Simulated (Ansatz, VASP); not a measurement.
Cs: VASP beside Ansatz

Contents of INCAR:

```
SYSTEM = Cs
PREC = Accurate ; ENCUT = 500
EDIFF = 1E-6 ; ISMEAR = -1
SIGMA = 0.05 ; LREAL = .False.
LASPH = .True. ; NELM = 120
ALGO = Normal ; ISIF = 2
LWAVE = .False. ; LCHARG = .True.
GGA = B5 ; ALDAX = 1.0
AGGAX = 1.0 ; AGGAC = 1.0
ALDAC = 0.0 ; LELF = .True.
LVHAR = .True. ; NBANDS = 10
GGA_COMPAT = .False.
```

File KPOINTS:

```
regular mesh
0
Gamma
  6 6 6
  0 0 0
```

File POSCAR:

```
Cs
1.0
   -3.0335000000      3.0335000000      3.0335000000
    3.0335000000     -3.0335000000      3.0335000000
    3.0335000000      3.0335000000     -3.0335000000
Cs
1
Direct
    0.0000000000      0.0000000000      0.0000000000
```

Input for Ansatz:

```yaml
crystal:
  lattice:
    - [-3.0335, 3.0335, 3.0335]
    - [3.0335, -3.0335, 3.0335]
    - [3.0335, 3.0335, -3.0335]
  atoms:
    - { symbol: Cs, position: [0.0, 0.0, 0.0] }
basis:
  ecutwfc: 550.0
kpoints:
  mp_grid:
    grid: [6, 6, 6]
hamiltonian:
  xc: blyp
scf:
  occupations:
    method: fermi_dirac
    width: 0.05
output:
  stress: true
```

Alike in both runs: task single point; functional BLYP; k mesh 6 × 6 × 6; occupations fermi-dirac, width 0.05 eV; no spin polarisation.

```csv
,VASP,Ansatz
version,VASP 6.6.1,Ansatz 0.2.0
potentials or method,"VASP PAW PBE potentials, release 64 (Cs_sv), cutoff 500 eV","plane waves, PAW"
valence electrons in the cell,9,9
```

```csv
,VASP,Ansatz,Ansatz less VASP
pressure (GPa),0.2,0.2,0.00
```

VASP's potentials were made for PBE, not for BLYP.

Spin-orbit coupling is off throughout.
